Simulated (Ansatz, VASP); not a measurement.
**MgCdC4N4: VASP beside Ansatz**

```
Mg Cd C N
1.0
     6.26472    0.00000    0.00000
     0.00000    6.26472    0.00000
     0.00000    0.00000    6.26472
Mg Cd C N
1 1 4 4
Direct
  0.50000 0.50000 0.50000
  0.00000 0.00000 0.00000
  0.20471 0.20471 0.20471
  0.20471 0.79529 0.79529
  0.79529 0.20471 0.79529
  0.79529 0.79529 0.20471
  0.31197 0.31197 0.31197
  0.31197 0.68803 0.68803
  0.68803 0.31197 0.68803
  0.68803 0.68803 0.31197
```

Alike in both runs: task relaxation of cell and atoms; functional PBE; k mesh 4 × 4 × 4; occupations gaussian, width 0.02 eV; no spin polarisation.

|  | VASP | Ansatz |
| --- | --- | --- |
| version | VASP 6.6.1 | Ansatz 0.2.0 |
| potentials or method | VASP PAW PBE potentials, release 64 (Mg, Cd, C, N), cutoff 600 eV | scalar-relativistic, plane waves, PAW |
| valence electrons in the cell | 50 | 66 |

Ansatz gave:

- gap on the k mesh at the Fermi level, each at its own relaxed structure (eV): 6.15
- relaxed volume (Å³/atom): 24.78
- relaxed cell length with the largest relative difference (Å): 6.281

Question: What did VASP give for the same quantities?

Answer: gap on the k mesh at the Fermi level, each at its own relaxed structure (eV): 6.14; relaxed volume (Å³/atom): 24.80; relaxed cell length with the largest relative difference (Å): 6.283.

VASP's potentials hold 50 valence electrons a cell and Ansatz's 66, so a difference there can come from the potentials and not from the codes.

Noted on VASP's run: the standard files for N, O and F lose accuracy on very short bonds.
